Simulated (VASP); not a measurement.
Set up this calculation in VASP 6.6.1, as the native input.

```
Task                   : single point
Functional             : PBE
Potentials or basis    : VASP PAW PBE potentials, release 64 (C)
Cutoff                 : 520 eV
k mesh                 : 12 × 12 × 12
Occupations            : gaussian, width 0.05 eV
Spin                   : no spin polarisation
Dipole correction      : no
Further INCAR settings : ALGO = Normal; EDIFF = 1e-07; NBANDS = 11
```

The structure of C lies in POSCAR:

```
C
1.0
    0.0000000000      1.7834000000      1.8101510000
    1.7834000000      0.0000000000      1.8101510000
    1.7834000000      1.7834000000      0.0000000000
C
2
Direct
    0.5000000000      0.5000000000      0.5000000000
    0.7500000000      0.7500000000      0.7500000000
```

This cell differs from its parent crystal: strain +0.000 along x and y, +0.015 along z.

The input as run:

INCAR

```
SYSTEM = C
PREC     = Accurate       ! precision mode
ENCUT    = 520            ! plane-wave cutoff, eV
EDIFF    = 1E-7           ! SCF threshold, eV
ISMEAR   = 0              ! smearing method
SIGMA    = 0.05           ! smearing width, eV
LREAL    = .FALSE.        ! projectors in reciprocal space
LASPH    = .TRUE.         ! aspherical terms in the spheres
NELM     = 60             ! most SCF steps
ALGO     = Normal         ! electronic algorithm
ISIF     = 2              ! what is computed and relaxed
LWAVE    = .FALSE.        ! write WAVECAR
LCHARG   = .FALSE.        ! write CHGCAR
GGA      = PE             ! functional
NBANDS   = 11             ! bands
```

KPOINTS

```
Automatic mesh
0
G
  12 12 12
  0 0 0
```

Potentials or basis: VASP PAW PBE potentials, release 64 (C).

The run is started by

```bash
$ cat potpaw_PBE.64/C/POTCAR > POTCAR
$ mpirun -np 1 vasp_std > vasp.out
```

It gave:

- Pressure: -4.0 GPa
- Band gap on the k mesh: 3.93 eV, indirect (least direct gap 5.41 eV)

Caveat: the cell differs from its parent crystal (strain +0.000 along x and y, +0.015 along z).

Wall time 11 s on 1 thread of AMD EPYC 9R45 96-Core Processor (Zen 5), on a shared host, peak memory 0.1 GiB.
